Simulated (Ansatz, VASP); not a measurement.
KF in VASP and in Ansatz

```xyz
2
Lattice="-0.0133 2.6476 2.6476 2.6476 -0.0133 2.6476 2.6476 2.6476 -0.0133" Properties=species:S:1:pos:R:3 pbc="T T T"
K     0.0000    0.0000    0.0000
F     2.6409    2.6409    2.6409
```

Change from the starting cell: equal xy, yz and zx engineering shears of -0.5 %.

Alike in both runs: functional PBEsol; k mesh 8 × 8 × 8; no spin polarisation.

Ansatz relaxed the structure, and its values are those at the end. VASP's run is a single point on that final structure, the one shown.

|  | VASP | Ansatz |
| --- | --- | --- |
| version | VASP 6.6.1 | Ansatz 0.2.0 |
| potentials or method | VASP PAW PBE potentials, release 64 (K_sv, F), cutoff 520 eV | all-electron LAPW, scalar-relativistic |
| occupations | gaussian, width 0.01 eV | fixed |

VASP gave:

| Quantity | Value |
| --- | --- |
| gap on the k mesh at the Fermi level (eV) | 6.12 |
| pressure (GPa) | 0.0 |

Task: Estimate Ansatz's values.

Result: gap on the k mesh at the Fermi level (eV): 6.14; pressure (GPa): 0.0.

VASP's potentials were made for PBE, not for PBEsol. Ansatz ran all-electron here, and VASP with PAW potentials.
